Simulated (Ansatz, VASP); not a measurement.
C in VASP and in Ansatz

```
C
1.0
    -0.38649    1.61259    1.61259
     1.61259   -0.38649    1.61259
     1.61259    1.61259   -0.38649
C
2
Direct
  0.50000 0.50000 0.50000
  0.75000 0.75000 0.75000
```

Alike in both runs: task single point; functional PBE; k mesh 12 × 12 × 12; occupations gaussian, width 0.05 eV; no spin polarisation.

|  | VASP | Ansatz |
| --- | --- | --- |
| version | VASP 6.6.1 | Ansatz 0.2.0 |
| potentials or method | VASP PAW PBE potentials, release 64 (C), cutoff 520 eV | scalar-relativistic, plane waves, PAW |
| valence electrons in the cell | 8 | 8 |

|  | VASP | Ansatz | Ansatz less VASP |
| --- | --- | --- | --- |
| gap on the k mesh at the Fermi level (eV) | 0.09 | 0.10 | +0.008 |
| least direct gap on the mesh (eV) | 1.36 | 1.37 | +0.009 |
| rms of the force components (eV/Å) | 6.054 | 6.006 | -0.0471 |

Atom by atom the forces differ by 0.047 eV/Å (rms over components). With one functional, cell and mesh, what is left measures potentials, basis and numerics.
